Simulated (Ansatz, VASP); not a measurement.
## One calculation of C, two programs

File INCAR:

```
ALGO = Normal
EDIFF = 1E-6
ENCUT = 520
ISIF = 2
ISMEAR = 0
LASPH = T
LCHARG = F
LREAL = F
LWAVE = F
NBANDS = 11
NELM = 60
PREC = Accurate
SIGMA = 0.05
```

File KPOINTS:

```
k-points
0
Gamma
  14 14 14
```

The input POSCAR:

```
C
1.0
    0.0000000000      2.1589050000      3.2475600000
    1.2464200000      0.0000000000      3.2475600000
    1.2464200000      2.1589050000      0.0000000000
C
2
Direct
    0.1666700000      0.8333300000      0.1666700000
    0.8333300000      0.1666700000      0.8333300000
```

Input for Ansatz:

```yaml
crystal:
  lattice:
    - [0.0, 2.158905, 3.24756]
    - [1.24642, 0.0, 3.24756]
    - [1.24642, 2.158905, 0.0]
  atoms:
    - { symbol: C, position: [0.16667, 0.83333, 0.16667] }
    - { symbol: C, position: [0.83333, 0.16667, 0.83333] }
basis:
  ecutwfc: 420
kpoints:
  mp_grid: { grid: [14, 14, 14] }
hamiltonian:
  xc: lda
scf:
  occupations: { method: gaussian, width: 0.05 }
output:
  forces: true
  stress: true
  eigenvalues: true
```

Change from the starting cell: strain +0.015 along x and y, -0.030 along z, atoms carried along.

Alike in both runs: task single point; functional LDA; k mesh 14 × 14 × 14; occupations gaussian, width 0.05 eV; no spin polarisation.

```csv
,VASP,Ansatz
version,VASP 6.6.1,Ansatz 0.2.0
potentials or method,"VASP PAW LDA potentials, release 64 (C), cutoff 520 eV","scalar-relativistic, plane waves, PAW"
valence electrons in the cell,8,8
```

VASP gave:

```
gap on the k mesh at the Fermi level (eV)                     : 0.12
least direct gap on the mesh (eV)                             : 0.17
pressure (GPa)                                                : -14.8
traceless stress, the component that is largest in VASP (GPa) : 16.19
rms of the force components (eV/Å)                            : 0.025
```

Task: What did Ansatz give for the same quantities?

Result: gap on the k mesh at the Fermi level (eV): 0.12; least direct gap on the mesh (eV): 0.17; pressure (GPa): -15.6; traceless stress, the component that is largest in VASP (GPa): 17.09; rms of the force components (eV/Å): 0.025.

LDA's correlation is that of Perdew and Zunger in VASP and of Perdew and Wang (1992) in Ansatz. Atom by atom the forces differ by 0.000 eV/Å (rms over components).
